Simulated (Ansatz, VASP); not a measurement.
# Cd: VASP beside Ansatz

File INCAR:

```
SYSTEM = Cd
ALGO = Normal ; EDIFF = 1E-6
ENCUT = 500 ; GGA = PE
GGA_COMPAT = .FALSE. ; ISIF = 2
ISMEAR = -1 ; LASPH = .TRUE.
LCHARG = .TRUE. ; LELF = .TRUE.
LREAL = .FALSE. ; LVHAR = .TRUE.
LWAVE = .FALSE. ; NBANDS = 19
NELM = 120 ; PREC = Accurate
SIGMA = 0.091
```

Contents of KPOINTS:

```
k-points
0
G
  6 6 4
  0 0 0
```

File POSCAR:

```
Cd
1.0
    2.9788725081      0.0000000000      0.0000000000
   -1.4894362540      2.5797792666      0.0000000000
    0.0000000000      0.0000000000      5.6176500000
Cd
2
Direct
    0.3333333333      0.6666666667      0.2500000000
    0.6666666667      0.3333333333      0.7500000000
```

Input for Ansatz:

```yaml
crystal:
  lattice:
    - [2.9788725081, 0.0, 0.0]
    - [-1.489436254, 2.5797792666, 0.0]
    - [0.0, 0.0, 5.61765]
  atoms:
    - { symbol: Cd, position: [0.3333333333, 0.6666666667, 0.25] }
    - { symbol: Cd, position: [0.6666666667, 0.3333333333, 0.75] }
basis: {}
kpoints:
  mp_grid: { grid: [6, 6, 4] }
hamiltonian:
  xc: pbe
scf:
  occupations: { method: fermi_dirac, width: 0.091 }
  max_iter: 58
output:
  forces: true
  stress: true
  eigenvalues: true
```

Alike in both runs: task single point; functional PBE; k mesh 6 × 6 × 4; occupations fermi-dirac, width 0.091 eV; no spin polarisation.

```csv
,VASP,Ansatz
version,VASP 6.6.1,Ansatz 0.2.0
potentials or method,"VASP PAW PBE potentials, release 64 (Cd)","scalar-relativistic, plane waves, PAW"
plane-wave cutoff (eV),500,420
valence electrons in the cell,24,40
```

VASP gave:

* gap on the k mesh at the Fermi level (eV): none
* pressure (GPa): 4.1
* traceless stress, the component that is largest in VASP (GPa): -0.50

Question: What did Ansatz give for the same quantities?

Answer: gap on the k mesh at the Fermi level (eV): none; pressure (GPa): 3.8; traceless stress, the component that is largest in VASP (GPa): -0.38.

A gap of «none» marks a metal or a gap that the smearing closes. With one functional, cell and mesh, what is left measures potentials, basis and numerics. VASP's potentials hold 24 valence electrons a cell and Ansatz's 40, so a difference there can come from the potentials and not from the codes.

The k mesh is coarse, so the values compare programs but aren't converged.
